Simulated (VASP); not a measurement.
# SiPbS3 (P4mm) in VASP: relaxation of cell and atoms with PBE

Aim: the relaxation of cell and atoms of SiPbS3 with PBE.

Program: VASP 6.6.1. These are calculated values, not measurements. Logs are shortened: lines on timing, memory, paths and dates and some standing lists are left out, and cuts for length are marked.

### Step 1. The cell of the first run

The structure is tetragonal, space group P4mm (No. 99). Conventional cell: a = 4.521 Å, b = 4.521 Å, c = 4.578 Å, α = 90.00°, β = 90.00°, γ = 90.00°. Si (site symmetry 4mm) has 12 S at 3.17 to 3.27 Å and 8 Pb at 3.89 to 3.97 Å within 4.2 Å. Within 2.8 Å of Pb (site symmetry 4mm) lie 6 S at 2.11 to 2.47 Å. Within 2.8 Å of S (site symmetry 4mm) lie 2 Pb at 2.11 to 2.47 Å. S (site symmetry 2mm) has 2 Pb at 2.26 Å within 3.0 Å.

### Step 2. Relaxation of cell and atoms, PBE

Contents of INCAR:

```
PREC = Accurate
ENCUT = 600
EDIFF = 1E-6
ISMEAR = 0
SIGMA = 0.1
LREAL = False
LASPH = True
NELM = 60
ALGO = Normal
ISIF = 3
LWAVE = False
LCHARG = False
GGA = PE
IBRION = 2
NSW = 90
EDIFFG = -0.04
```

Contents of KPOINTS:

```
regular mesh
0
Gamma
  4 4 4
```

Contents of POSCAR:

```
SiPbS3
1.0
    4.5211879554      0.0000000000      0.0000000000
    0.0000000000      4.5211879554      0.0000000000
    0.0000000000      0.0000000000      4.5778444461
Si Pb S
1 1 3
Direct
    0.0000000000      0.0000000000      0.0000000000
    0.5000000000      0.5000000000      0.5150000000
    0.5000000000      0.5000000000      0.9750000000
    0.0000000000      0.5000000000      0.4850000000
    0.5000000000      0.0000000000      0.4850000000
```

Potentials or basis: VASP PAW PBE potentials, release 64 (Si, Pb_d, S).

Run with:

```console
cat potpaw_PBE.64/Si/POTCAR potpaw_PBE.64/Pb_d/POTCAR potpaw_PBE.64/S/POTCAR > POTCAR
mpirun -np 1 vasp_std > vasp.out
```

OUTCAR:

```text
PREC = Accurate
   ENCUT = 600
   EDIFF = 1E-6
   ISMEAR = 0
   LREAL = False
   LASPH = True
   NELM = 60
   ISIF = 3
   GGA = PE
   IBRION = 2
   NSW = 90
   EDIFFG = -0.04

 ion  position               nearest neighbor table
   1  0.000  0.000  0.000-
   2  0.500  0.500  0.515-   3 2.11   4 2.26   5 2.26   5 2.26   4 2.26   3 2.47
   3  0.500  0.500  0.975-   2 2.11   2 2.47
   4  0.000  0.500  0.485-   2 2.26   2 2.26
   5  0.500  0.000  0.485-   2 2.26   2 2.26

  LATTYP: Found a simple tetragonal cell.
 ALAT       =     4.5211879554
 C/A-ratio  =     1.0125313283

  Lattice vectors:

 A1 = (   4.5211879554,   0.0000000000,   0.0000000000)
 A2 = (   0.0000000000,   4.5211879554,   0.0000000000)
 A3 = (   0.0000000000,   0.0000000000,   4.5778444461)

Analysis of symmetry for initial positions (statically):
=====================================================================
 Subroutine PRICEL returns:
 Original cell was already a primitive cell.

 Routine SETGRP: Setting up the symmetry group for a
 simple tetragonal supercell.

 Subroutine GETGRP returns: Found  8 space group operations
 (whereof  8 operations were pure point group operations)
 out of a pool of 16 trial point group operations.

The static configuration has the point symmetry C_4v.

Analysis of symmetry for dynamics (positions and initial velocities):
=====================================================================
 Subroutine PRICEL returns:
 Original cell was already a primitive cell.

 Routine SETGRP: Setting up the symmetry group for a
 simple tetragonal supercell.

 Subroutine GETGRP returns: Found  8 space group operations
 (whereof  8 operations were pure point group operations)
 out of a pool of 16 trial point group operations.

The dynamic configuration has the point symmetry C_4v.

 Subroutine INISYM returns: Found  8 space group operations
 (whereof  8 operations are pure point group operations),
 and found     1 'primitive' translations

----------------------------------------------------------------------------------------

                                     Primitive cell

  volume of cell :      93.5764

  direct lattice vectors                    reciprocal lattice vectors
     4.521187955  0.000000000  0.000000000     0.221180807  0.000000000  0.000000000
     0.000000000  4.521187955  0.000000000     0.000000000  0.221180807  0.000000000
     0.000000000  0.000000000  4.577844446     0.000000000  0.000000000  0.218443421

  length of vectors
[... 62 lines left out ...]
  0.500000  0.500000  0.500000      1.000000
   k-points           NKPTS =     18   k-points in BZ     NKDIM =     18   number of bands    NBANDS=     22
   number of dos      NEDOS =    301   number of ions     NIONS =      5
   total plane-waves  NPLWV =  51840
   dimension x,y,z NGX =    36 NGY =   36 NGZ =   40
   dimension x,y,z NGXF=    72 NGYF=   72 NGZF=   80
   ions per type =               1   1   3
   NGX,Y,Z   is equivalent  to a cutoff of  13.24, 13.24, 14.53 a.u.
   NGXF,Y,Z  is equivalent  to a cutoff of  26.47, 26.47, 29.05 a.u.
 SYSTEM =  unknown system
   PREC   = accura    normal or accurate (medium, high low for compatibility)
   ISTART =      0    job   : 0-new  1-cont  2-samecut
   ICHARG =      2    charge: 1-file 2-atom 10-const
   ISPIN  =      1    spin polarized calculation?
   LNONCOLLINEAR =      F non collinear calculations
   LSORBIT =      F    spin-orbit coupling
   LASPH  =      T    aspherical Exc in radial PAW
   ENCUT  =  600.0 eV  44.10 Ry    6.64 a.u.   9.03  9.03  9.14*2*pi/ulx,y,z
   NELM   =     60;   NELMIN=  2; NELMDL= -5     # of ELM steps
   EDIFF  = 0.1E-05   stopping-criterion for ELM
   LREAL  =      F    real-space projection
   EDIFFG = -.4E-01   stopping-criterion for IOM
   NSW    =     90    number of steps for IOM
   IBRION =      2    ionic relax: 0-MD 1-quasi-New 2-CG
   NFREE  =      1    steps in history (QN), initial steepest desc. (CG)
   ISIF   =      3    stress and relaxation
   ISYM   =      2    0-nonsym 1-usesym 2-fastsym
   POTIM  = 0.5000    time-step for ionic-motion
   TEBEG  =    0.0;   TEEND  =   0.0 temperature during run
   PSTRESS=    0.0 pullay stress
   NELECT =      36.0000    total number of electrons
   NUPDOWN=      -1.0000    fix difference up-down
   EMIN   =  10.00;   EMAX   =-10.00  energy-range for DOS
   EFERMI =   0.00;   METHOD = LEGACY
   ISMEAR =     0;   SIGMA  =   0.10  broadening in eV -4-tet -1-fermi 0-gaus
   EFERMI_NEDOS =   21; number of points for ismear=-14 and -15
   IALGO  =     38    algorithm
   IMIX   =      4    mixing-type and parameters
     AMIX     =   0.40;   BMIX     =  1.00
     AMIX_MAG =   1.60;   BMIX_MAG =  1.00
  volume/ion in A,a.u.               =      18.72       126.30
  Fermi-wavevector in a.u.,A,eV,Ry     =   1.190658  2.250017 19.288516  1.417666
  Thomas-Fermi vector in A             =   2.326737
   LORBIT       =      0    0 simple, 1 ext, 2 COOP (PROOUT), +10 PAW based schemes
   GGA     = PE    functional components
   LHFCALC =     F    Hartree Fock is set to
   AEXX    =    0.0000 exact exchange contribution
   IVDW    =     0    specifies the selected vdW correction
   LEPSILON=     F    determine dielectric tensor
   LRPA    =     F    only Hartree local field effects (RPA)
 conjugate gradient relaxation of ions
 non-spin polarized calculation
 Gauss-broadening in eV      SIGMA  =   0.10
  energy-cutoff  :      600.00
  volume of cell :       93.58
 maximum number of plane-waves:      3168
   NGX = 19   NGY = 19   NGZ = 19

--------------------------------------- Ionic step        1  -------------------------------------------

 number of electron      36.0000004 magnetization

 Free energy of the ion-electron system (eV)
  ---------------------------------------------------
  ext. energy  EPLUGINS =         0.00000000
  ---------------------------------------------------
  free energy    TOTEN  =       -12.90731481 eV

  energy without entropy =      -12.88986302  energy(sigma->0) =      -12.89858892

 E-fermi :   7.3717     XC(G=0): -10.5178

 val. band max:        7.3573762869   @ k =   0.0000   0.0000   0.5000
 cond. band min:       7.3876347119   @ k =   0.5000   0.5000   0.5000
 fundamental gap:      0.0302584250
 Fermi energy:         7.3716628204
[... 1018 lines left out ...]
     21       7.2691      0.00000
     22       7.5490      0.00000

[... ionic steps 4 to 59 ...]

--------------------------------------- Ionic step       60  -------------------------------------------

 number of electron      36.0000001 magnetization

------------------------ aborting loop because EDIFF is reached ----------------------------------------
[... 73 lines left out ...]
--------------------------------------- Ionic step       62  -------------------------------------------

 number of electron      36.0000002 magnetization

 Free energy of the ion-electron system (eV)
  ---------------------------------------------------
  ext. energy  EPLUGINS =         0.00000000
  ---------------------------------------------------
  free energy    TOTEN  =       -19.69382098 eV

  energy without entropy =      -19.68591291  energy(sigma->0) =      -19.68986694

 E-fermi :   2.7994     XC(G=0):  -8.2636

 val. band max:        2.7911034302   @ k =   0.5000   0.0000   0.0000
 cond. band min:       2.8001538229   @ k =   0.5000   0.0000   0.2500
 fundamental gap:      0.0090503927
 Fermi energy:         2.7993706480
[... 480 lines left out ...]
  FREE ENERGIE OF THE ION-ELECTRON SYSTEM (eV)
  ---------------------------------------------------
  free  energy   TOTEN  =       -19.6938209826 eV

  energy  without entropy=      -19.6859129066  energy(sigma->0) =      -19.68986694

 reached required accuracy - stopping structural energy minimisation
```

CONTCAR:

```text
SiPbS3
   1.00000000000000
     4.7761380772253661   -0.0000000000000000   -0.0000000000000000
     0.0000000000000000    4.7761380772253661   -0.0000000000000000
     0.0000000000000000    0.0000000000000001    6.2436771505605835
  Si              Pb              S
     1     1     3
Direct
     0.0000000000000000    1.0000000000000000    0.3925514509329359
     0.5000000000000000    0.5000000000000000    0.5377156849464797
     0.5000000000000000    0.5000000000000000    0.9203859284268736
     0.0000000000000000    0.5000000000000000    0.3046734678468558
     0.5000000000000000    1.0000000000000000    0.3046734678468558

  0.00000000E+00  0.00000000E+00  0.00000000E+00
  0.00000000E+00  0.00000000E+00  0.00000000E+00
  0.00000000E+00  0.00000000E+00  0.00000000E+00
  0.00000000E+00  0.00000000E+00  0.00000000E+00
  0.00000000E+00  0.00000000E+00  0.00000000E+00
```

Wall time 19 min (1 thread of AMD EPYC 9R14 (Zen 4), shared host); peak memory 0.22 GiB.

Results:

```
Free energy                           : -19.6938 eV
Relaxed volume                        : 28.49 Å³/atom
Relaxed cell                          : a = 4.776 Å, b = 4.776 Å, c = 6.244 Å, α = 90.00°, β = 90.00°, γ = 90.00°
Space group after relaxing (to 0.1 Å) : P4mm (No. 99)
Energy gained by relaxing             : 1357.3 meV/atom
Ionic steps                           : 62
Pressure after relaxing               : -0.2 GPa
Largest force after relaxing          : 0.025 eV/Å
Band gap on the k mesh                : zero (bands 18 and 19 overlap by 0.54 eV)
```

Forces on the atoms (eV/Å):
```
Si   0.000  0.000  0.000
Pb   0.000  0.000 -0.025
S    0.000  0.000 -0.011
S    0.000  0.000  0.018
S    0.000  0.000  0.018
```

The path:
```tsv
step	energy change (eV)	largest force (eV/Å)	pressure (GPa)	volume (Å³)
1	0.0000	7.1274	39.77	93.58
3	-3.7056	2.6564	3.50	129.12
5	-3.7058	2.7233	2.69	131.42
7	-3.9642	0.6444	-1.58	140.92
9	-4.1057	1.0046	0.66	133.09
11	-4.4719	1.9145	2.85	128.23
13	-4.6911	3.5055	5.61	124.22
15	-4.7131	4.0799	6.50	123.20
17	-4.7944	4.3431	7.04	122.59
19	-4.8881	5.6039	9.73	120.17
21	-5.4411	3.4771	8.44	121.45
23	-5.9895	1.1606	5.35	127.10
25	-6.0833	1.4113	4.61	128.34
27	-6.1404	1.3856	3.41	129.78
29	-6.3948	0.4963	-0.20	137.98
31	-6.4182	0.3511	-1.42	141.94
33	-6.5307	0.2956	0.03	137.63
35	-6.5446	0.3441	0.21	137.11
37	-6.6060	0.5913	-1.77	142.53
39	-6.6189	0.5126	-2.15	143.95
41	-6.6293	0.4657	-2.16	144.09
43	-6.6531	0.7469	-1.96	144.65
45	-6.7000	0.6492	-1.20	141.84
47	-6.7343	0.4380	0.45	136.85
49	-6.7492	0.2120	0.24	137.86
51	-6.7524	0.3517	0.10	138.62
53	-6.7692	0.1725	-0.11	140.39
55	-6.7703	0.1642	-0.16	140.90
57	-6.7727	0.1676	-0.06	140.79
59	-6.7795	0.1400	0.12	140.79
61	-6.7851	0.1196	-0.20	142.28
62	-6.7865	0.0251	-0.17	142.43
```

Final structure:
```
Si Pb S
1.0
     4.77614    0.00000    0.00000
     0.00000    4.77614    0.00000
     0.00000    0.00000    6.24368
Si Pb S
1 1 3
Cartesian
  0.0000 4.7761 2.4510
  2.3881 2.3881 3.3573
  2.3881 2.3881 5.7466
  0.0000 2.3881 1.9023
  2.3881 4.7761 1.9023
```

Caveat: the volume moved by over 15 % at a fixed basis, so the end points are rough; spin-orbit coupling is left out, which moves the levels of the heavy elements.
